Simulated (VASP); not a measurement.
Input of a VASP 6.6.1 run:

File INCAR:

```
SYSTEM = SmMg3Al
  ALGO = Normal
  EDIFF = 1E-6
  ENCUT = 600
  GGA = PE
  GGA_COMPAT = .False.
  ISIF = 2
  ISMEAR = 0
  LASPH = .True.
  LCHARG = .False.
  LMAXMIX = 6
  LREAL = .False.
  LWAVE = .False.
  NBANDS = 18
  NELM = 200
  PREC = Accurate
  SIGMA = 0.1
```

KPOINTS

```
k-points
0
Gamma
  10 10 4
  0 0 0
```

Contents of POSCAR:

```
SmMg3Al
1.0
    4.0873135547      0.0000000000      0.0000000000
    0.0000000000      4.0873135547      0.0000000000
    0.0000000000      0.0000000000      9.4401008049
Sm Mg Al
1 3 1
Direct
    0.0000000000      0.0000000000      0.0000000000
    0.0000000000      0.0000000000      0.3383291060
    0.0000000000      0.0000000000      0.6616708940
    0.5000000000      0.5000000000      0.5000000000
    0.5000000000      0.5000000000      0.0000000000
```

Potentials or basis: VASP PAW PBE potentials, release 64 (Sm_3, Mg, Al), 4f in core.

Run with:

```console
$ cat potpaw_PBE.64/Sm_3/POTCAR potpaw_PBE.64/Mg/POTCAR potpaw_PBE.64/Al/POTCAR > POTCAR
$ mpirun -np 1 vasp_std > vasp.out
```

Estimate the pressure.

0.1 GPa.

Estimate the largest force.

0.024 eV/Å.

What does it give for the band gap on the k mesh?

Zero (bands 10 and 11 overlap by 1.59 eV).

Forces in eV/Å, atoms in the order of the input:
```
Sm   0.000  0.000  0.000
Mg   0.000  0.000  0.024
Mg   0.000  0.000 -0.024
Mg   0.000  0.000  0.000
Al   0.000  0.000  0.000
```

Caveat: spin-orbit coupling is left out, which moves the levels of the heavy elements; the 4f electrons are frozen in the core, so they carry no moment and show no levels. Spin polarisation is off, so any magnetic state and its effect on volume and gap are missing.
